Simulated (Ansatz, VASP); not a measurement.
**HgTe in VASP and in Ansatz**

```
Hg Te
1.0
    -3.04560    3.04560    1.55941
     3.04560   -3.04560    1.55941
     3.04560    3.04560   -1.55941
Hg Te
1 1
Direct
  0.75000 0.25000 0.50000
  0.00000 0.00000 0.00000
```

Alike in both runs: task single point; functional PBE; k mesh 10 × 10 × 10; occupations fermi-dirac, width 0.05 eV; no spin polarisation.

|  | VASP | Ansatz |
| --- | --- | --- |
| version | VASP 6.6.1 | Ansatz 0.2.0 |
| potentials or method | VASP PAW PBE potentials, release 64 (Hg, Te), cutoff 520 eV | all-electron LAPW, scalar-relativistic |

```tsv
	VASP	Ansatz	Ansatz less VASP
gap on the k mesh at the Fermi level (eV)	none	none	-
pressure (GPa)	0.0	0.0	-0.07
traceless stress, the component that is largest in VASP (GPa)	3.00	3.00	+0.004
```

A gap of «none» marks a metal or a gap that the smearing closes. Ansatz ran all-electron here, and VASP with PAW potentials.

Neither program's run includes spin-orbit coupling.
